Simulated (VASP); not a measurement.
Crystal: Tc.

```xyz
1
Lattice="0.0000 1.9500 1.9500 1.9500 0.0000 1.9500 1.9500 1.9500 0.0000" Properties=species:S:1:pos:R:3 pbc="T T T"
Tc    0.0000    0.0000    0.0000
```

```yaml
Program: VASP 6.6.1
Task: relaxation of cell and atoms
Functional: PBE
Potentials_or_basis: VASP PAW PBE potentials, release 64 (Tc_pv)
Cutoff: 600 eV
k_mesh: 12 × 12 × 12
Occupations: fermi-dirac, width 0.05 eV
Spin: no spin polarisation
```

At the start: pressure -6.8 GPa; volume 14.83 Å³/atom.

Q: Where does the relaxation end?

A: Over 8 steps the energy falls by 7.5 meV/atom and the volume is 14.48 Å³/atom (-2.4 %); space group Fm-3m (No. 225, to 0.05 Å).

The path:
| step | energy change (eV) | largest force (eV/Å) | pressure (GPa) | volume (Å³) |
| --- | --- | --- | --- | --- |
| 1 | 0.0000 | 0.0000 | -6.81 | 14.83 |
| 2 | 0.0600 | 0.0000 | 24.05 | 13.52 |
| 3 | -0.0075 | 0.0000 | -0.15 | 14.49 |
| 4 | -0.0075 | 0.0000 | -0.12 | 14.48 |
| 5 | -0.0075 | 0.0000 | 0.48 | 14.46 |
| 6 | -0.0075 | 0.0000 | 0.16 | 14.47 |
| 7 | -0.0075 | 0.0000 | -0.36 | 14.50 |
| 8 | -0.0075 | 0.0000 | -0.01 | 14.48 |

Final structure:
```
Tc
1.0
     0.00000    1.93452    1.93452
     1.93452    0.00000    1.93452
     1.93452    1.93452    0.00000
Tc
1
Direct
  0.00000 0.00000 0.00000
```
